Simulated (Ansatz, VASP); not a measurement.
Ge8Mo3W: VASP beside Ansatz

```
Ge Mo W
1.0
     2.35824   -4.14372    0.00000
     2.35824    4.14372    0.00000
     0.00000    0.00000    9.44705
Ge Mo W
8 3 1
Cartesian
  2.3582 -1.3410 0.0000
  2.3582 2.8000 7.0895
  2.3582 -1.3430 4.7235
  2.3582 2.8000 2.3575
  2.3582 1.3410 0.0000
  2.3582 -2.8000 7.0895
  2.3582 1.3430 4.7235
  2.3582 -2.8000 2.3575
  0.0000 0.0000 0.0000
  2.3582 0.0000 7.0898
  2.3582 0.0000 2.3573
  0.0000 0.0000 4.7235
```

Alike in both runs: functional PBE; k mesh 4 × 4 × 2; occupations gaussian, width 0.1 eV; no spin polarisation.

Ansatz relaxed the structure, and its values are those at the end. VASP's run is a single point on that final structure, the one shown.

|  | VASP | Ansatz |
| --- | --- | --- |
| version | VASP 6.6.1 | Ansatz 0.2.0 |
| potentials or method | VASP PAW PBE potentials, release 64 (Ge_d, Mo_sv, W_sv), cutoff 520 eV | scalar-relativistic, plane waves, PAW |
| valence electrons in the cell | 168 | 168 |

```csv
,VASP,Ansatz,Ansatz less VASP
gap on the k mesh at the Fermi level (eV),none,none,-
pressure (GPa),0.2,0.0,-0.23
rms of the force components (eV/Å),0.005,0.002,-0.0025
```

A gap of «none» marks a metal or a gap that the smearing closes.

The k mesh is coarse, so the values compare programs but aren't converged. Spin-orbit coupling is off throughout.
